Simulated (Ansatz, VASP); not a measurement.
## One calculation of BaZr2O5, two programs

INCAR

```
PREC = Accurate
ENCUT = 600
EDIFF = 1E-7
ISMEAR = 0
SIGMA = 0.1
LREAL = F
LASPH = T
NELM = 80
ALGO = Normal
ISIF = 3
LWAVE = F
LCHARG = F
GGA = PE
IBRION = 2
NSW = 80
EDIFFG = -0.025
```

File KPOINTS:

```
regular mesh
0
Gamma
  4 4 4
```

The input POSCAR:

```
BaZr2O5
1.0
   -0.0424614145      0.0604019341      4.0729830013
   -4.3315234206     -0.0066707437      0.0433934619
    2.1551195194     -6.9010533091     -0.1201743362
Ba Zr O
1 2 5
Direct
    0.5017754008      0.4839737777      0.9943284480
   -0.0071919201      0.1512525861      0.3151809309
    0.0181636731      0.8456977659      0.6849665854
    0.0097392194      0.9943610576      1.0099157120
    0.4991757368      0.1465101704      0.2717490417
    0.5116814209      0.8532471542      0.7349524346
   -0.0149415425      0.7091001626      0.3540919000
   -0.0184019883      0.3158573255      0.6348149476
```

Input for Ansatz:

```yaml
crystal:
  lattice:
    - [-0.0424614145, 0.0604019341, 4.0729830013]
    - [-4.3315234206, -0.0066707437, 0.0433934619]
    - [2.1551195194, -6.9010533091, -0.1201743362]
  atoms:
    - { symbol: Ba, position: [0.5017754008, 0.4839737777, 0.994328448] }
    - { symbol: Zr, position: [-0.0071919201, 0.1512525861, 0.3151809309] }
    - { symbol: Zr, position: [0.0181636731, 0.8456977659, 0.6849665854] }
    - { symbol: O, position: [0.0097392194, 0.9943610576, 1.009915712] }
    - { symbol: O, position: [0.4991757368, 0.1465101704, 0.2717490417] }
    - { symbol: O, position: [0.5116814209, 0.8532471542, 0.7349524346] }
    - { symbol: O, position: [-0.0149415425, 0.7091001626, 0.3540919] }
    - { symbol: O, position: [-0.0184019883, 0.3158573255, 0.6348149476] }
basis:
  ecutwfc: 420
kpoints:
  mp_grid: { grid: [4, 4, 4] }
hamiltonian:
  xc: pbe
scf:
  occupations: { method: gaussian, width: 0.1 }
  lower_state_search: "off"
output:
  forces: true
  stress: true
  eigenvalues: true
relax:
  adjacent_minimum: "off"
  f_tol: 0.025
  max_steps: 60
  cell: { stress_tol: 0.25 }
```

Change from the starting cell: cell x1, atoms moved at random (sigma 0.05 Å) and cell strained at random (1.5 %), then relaxed without symmetry.

Alike in both runs: task relaxation of cell and atoms; functional PBE; k mesh 4 × 4 × 4; occupations gaussian, width 0.1 eV; no spin polarisation.

|  | VASP | Ansatz |
| --- | --- | --- |
| version | VASP 6.6.1 | Ansatz 0.2.0 |
| potentials or method | VASP PAW PBE potentials, release 64 (Ba_sv, Zr_sv, O), cutoff 600 eV | scalar-relativistic, plane waves, PAW |
| valence electrons in the cell | 64 | 64 |

```csv
,VASP,Ansatz,Ansatz less VASP
"gap on the k mesh at the Fermi level, each at its own relaxed structure (eV)",2.77,2.79,+0.024
relaxed volume (Å³/atom),14.69,14.64,-0.043
relaxed length of the cell vector where the two differ most in proportion (Å),4.231,4.217,-0.0140
```

Neither program's run includes spin-orbit coupling.
